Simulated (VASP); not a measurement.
# Ti3B (Fm-3m) in VASP: a series of runs, part 2 of 2

VASP 6.6.1. The steps go on from the part before.

### Step 4. Single point, PBEsol

This run uses another cell than the first one, of 13.18 Å³/atom, 1.010 times its volume.

Input file INCAR:

```
ALGO = Normal
EDIFF = 1E-6
ENCUT = 520
GGA = PS
ISIF = 2
ISMEAR = 1
LASPH = T
LCHARG = T
LELF = T
LREAL = F
LVHAR = T
LWAVE = F
NBANDS = 28
NELM = 60
PREC = Accurate
SIGMA = 0.1
```

Input file KPOINTS:

```
k-points
0
Gamma
  7 7 7
```

Input file POSCAR:

```
Ti3B
1.0
    0.0000000000      2.9757509155      2.9757509155
    2.9757509155      0.0000000000      2.9757509155
    2.9757509155      2.9757509155      0.0000000000
B Ti
1 3
Direct
    0.0000000000      0.0000000000      0.0000000000
    0.5000000000      0.5000000000      0.5000000000
    0.2500000000      0.2500000000      0.2500000000
    0.7500000000      0.7500000000      0.7500000000
```

Potentials or basis: VASP PAW PBE potentials, release 64 (B, Ti_sv).

Started as:

```bash
$ cat potpaw_PBE.64/B/POTCAR potpaw_PBE.64/Ti_sv/POTCAR > POTCAR
$ mpirun -np 1 vasp_std > vasp.out
```

OUTCAR:

```text
EDIFF = 1E-6
   ENCUT = 520
   GGA = PS
   ISIF = 2
   ISMEAR = 1
   LASPH = T
   LREAL = F
   NELM = 60
   PREC = Accurate

 ion  position               nearest neighbor table
   1  0.000  0.000  0.000-
   2  0.500  0.500  0.500-   3 2.58   3 2.58   3 2.58   4 2.58   4 2.58   4 2.58   4 2.58   3 2.58

   3  0.250  0.250  0.250-   2 2.58   2 2.58   2 2.58   2 2.58
   4  0.750  0.750  0.750-   2 2.58   2 2.58   2 2.58   2 2.58

  LATTYP: Found a face centered cubic cell.
 ALAT       =     5.9515018310

  Lattice vectors:

 A1 = (   0.0000000000,   2.9757509155,   2.9757509155)
 A2 = (   2.9757509155,   0.0000000000,   2.9757509155)
 A3 = (   2.9757509155,   2.9757509155,   0.0000000000)

Analysis of symmetry for initial positions (statically):
=====================================================================
 Subroutine PRICEL returns:
 Original cell was already a primitive cell.

 Routine SETGRP: Setting up the symmetry group for a
[... 163 lines left out ...]
  free energy    TOTEN  =       -31.44827513 eV

  energy without entropy =      -31.44914366  energy(sigma->0) =      -31.44856464

 E-fermi :   9.1042     XC(G=0): -12.2853

 val. band max:        9.0998850721   @ k =   0.2857   0.1429   0.0000
 cond. band min:       9.1476798196   @ k =   0.1429   0.0000   0.0000
 fundamental gap:      0.0477947476
 Fermi energy:         9.1041832845

 k-point     1 :       0.0000    0.0000    0.0000
  band No.  band energies     occupation
      1     -47.1075      2.00000
      2     -46.9100      2.00000
      3     -46.4918      2.00000
      4     -23.5259      2.00000
      5     -23.5259      2.00000
      6     -23.5259      2.00000
[... 609 lines left out ...]
     27      12.3371      0.00000
     28      12.5279      0.00000

------------------------ aborting loop because EDIFF is reached ----------------------------------------

  FORCE on cell =-STRESS in cart. coord.  units (eV):
  Direction    XX          YY          ZZ          XY          YZ          ZX
  --------------------------------------------------------------------------------------
  -------------------------------------------------------------------------------------
  Total       -0.5230835     -0.5230835     -0.5230835     -0.0000000     -0.0000000      0.0000000
  in kB      -15.9023702    -15.9023702    -15.9023702     -0.0000000     -0.0000000      0.0000000
  external PRESSURE =     -15.9023702 kB  Pullay stress =       0.0000000 kB

 VOLUME and BASIS-vectors are now :
 -----------------------------------------------------------------------------
  energy-cutoff  :      520.00
  volume of cell :       52.70
      direct lattice vectors                 reciprocal lattice vectors
     0.000000000  2.975750915  2.975750915    -0.168024816  0.168024816  0.168024816
     2.975750915  0.000000000  2.975750915     0.168024816 -0.168024816  0.168024816
     2.975750915  2.975750915  0.000000000     0.168024816  0.168024816 -0.168024816

 POSITION                                       TOTAL-FORCE (eV/Angst)
 -----------------------------------------------------------------------------------
      0.00000      0.00000      0.00000        -0.000000      0.000000     -0.000000
      2.97575      2.97575      2.97575        -0.000000      0.000000     -0.000000
      1.48788      1.48788      1.48788        -0.000000     -0.000000      0.000000
      4.46363      4.46363      4.46363         0.000000      0.000000      0.000000
 -----------------------------------------------------------------------------------
    total drift:                               -0.000000     -0.000000      0.000000

  FREE ENERGIE OF THE ION-ELECTRON SYSTEM (eV)
  ---------------------------------------------------
  free  energy   TOTEN  =       -31.4482751299 eV

  energy  without entropy=      -31.4491436608  energy(sigma->0) =      -31.44856464
```

OSZICAR:

```text
N       E                     dE             d eps       ncg     rms          rms(c)
DAV:   1     0.476378183053E+03    0.47638E+03   -0.20017E+04  1120   0.174E+03
DAV:   2     0.221374699316E+02   -0.45424E+03   -0.44534E+03  1120   0.508E+02
DAV:   3    -0.301387843221E+02   -0.52276E+02   -0.51080E+02  2012   0.149E+02
DAV:   4    -0.348688528946E+02   -0.47301E+01   -0.47006E+01  1620   0.405E+01
DAV:   5    -0.351339592767E+02   -0.26511E+00   -0.26484E+00  1672   0.830E+00    0.185E+01
DAV:   6    -0.312943068285E+02    0.38397E+01   -0.20048E+01  1612   0.376E+01    0.515E+00
DAV:   7    -0.314742666492E+02   -0.17996E+00   -0.27549E+00  1632   0.139E+01    0.432E+00
DAV:   8    -0.314194267696E+02    0.54840E-01   -0.51061E-01  1552   0.838E+00    0.330E+00
DAV:   9    -0.314546956469E+02   -0.35269E-01   -0.38609E-01  1392   0.479E+00    0.695E-01
DAV:  10    -0.314459319066E+02    0.87637E-02   -0.13089E-01  1496   0.262E+00    0.655E-01
DAV:  11    -0.314482771860E+02   -0.23453E-02   -0.27736E-02  1492   0.138E+00    0.116E-01
DAV:  12    -0.314482727850E+02    0.44010E-05   -0.20008E-03  1504   0.391E-01    0.415E-02
DAV:  13    -0.314482758903E+02   -0.31053E-05   -0.17294E-04  1376   0.119E-01    0.160E-02
DAV:  14    -0.314482744193E+02    0.14710E-05   -0.24886E-05  1728   0.539E-02    0.572E-03
DAV:  15    -0.314482751299E+02   -0.71051E-06   -0.46284E-06  1316   0.154E-02
   1 F= -.31448275E+02 E0= -.31448565E+02  d E =0.868531E-03
```

stdout:

```text
POSCAR found type information on POSCAR B Ti
 POSCAR found :  2 types and       4 ions
 scaLAPACK will be used
 -----------------------------------------------------------------------------
|                                                                             |
|                                                                             |
|     You enforced a specific xc type in the INCAR file but a different       |
|     I HOPE YOU KNOW WHAT YOU ARE DOING!                                     |
|                                                                             |
 -----------------------------------------------------------------------------

 LDA part: xc-table for (Slater+PW92), standard interpolation
 POSCAR, INCAR and KPOINTS ok, starting setup
 FFT: planning ... GRIDC
 FFT: planning ... GRID_SOFT
 FFT: planning ... GRID
 WAVECAR not read
 entering main loop
```

It took 26 s on 1 thread of Intel Xeon 6975P-C, shared host; peak memory 0.18 GiB.

Results:

```yaml
Free_energy: -31.4483 eV
Pressure: -1.6 GPa
```

Caveat: the PAW data sets were made with another functional, which shifts forces and pressure a little.

### Step 5. Overview

| cell | gap on the mesh (eV) | pressure (GPa) |
| --- | --- | --- |
| a = 4.194 Å, angles 60.0°, 4 atoms | none | -0.2 |
| a = 4.180 Å, angles 60.0°, 4 atoms | none | 1.3 |
| a = 4.208 Å, angles 60.0°, 4 atoms | none | -1.6 |

Alike in all rows: task single point; level PBEsol; potentials or basis VASP PAW PBE potentials, release 64 (B, Ti_sv); no spin polarisation; k mesh 7 × 7 × 7; cutoff (eV) 520; smearing methfessel-paxton 0.1 eV.

Caveats: the PAW data sets were made with another functional, which shifts forces and pressure a little.

Absolute energies hang on the potentials; compare differences alone.
